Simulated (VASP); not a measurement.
A run of VASP 6.6.1 is set up as follows.

Contents of INCAR:

```
SYSTEM = Ir
ALGO = Normal
EDIFF = 1E-6
ENCUT = 520
GGA = PE
ISIF = 2
ISMEAR = 0
LASPH = .TRUE.
LCHARG = .FALSE.
LREAL = .FALSE.
LWAVE = .FALSE.
NBANDS = 10
NELM = 100
PREC = Accurate
SIGMA = 0.1
```

The input KPOINTS:

```
k-points
0
G
  17 17 17
  0 0 0
```

Contents of POSCAR:

```
Ir
1.0
    2.5698836614      0.0000000000      0.0000000000
    0.0000000000      2.5698836614      0.0000000000
    0.0000000000      0.0000000000      2.5698836614
Ir
1
Direct
    0.0000000000      0.0000000000      0.0000000000
```

Potentials or basis: VASP PAW PBE potentials, release 64 (Ir).

Command:

```bash
$ cat potpaw_PBE.64/Ir/POTCAR > POTCAR
$ mpirun -np 1 vasp_std > vasp.out
```

**Question.** Predict the pressure.

**Answer.** 0.2 GPa.
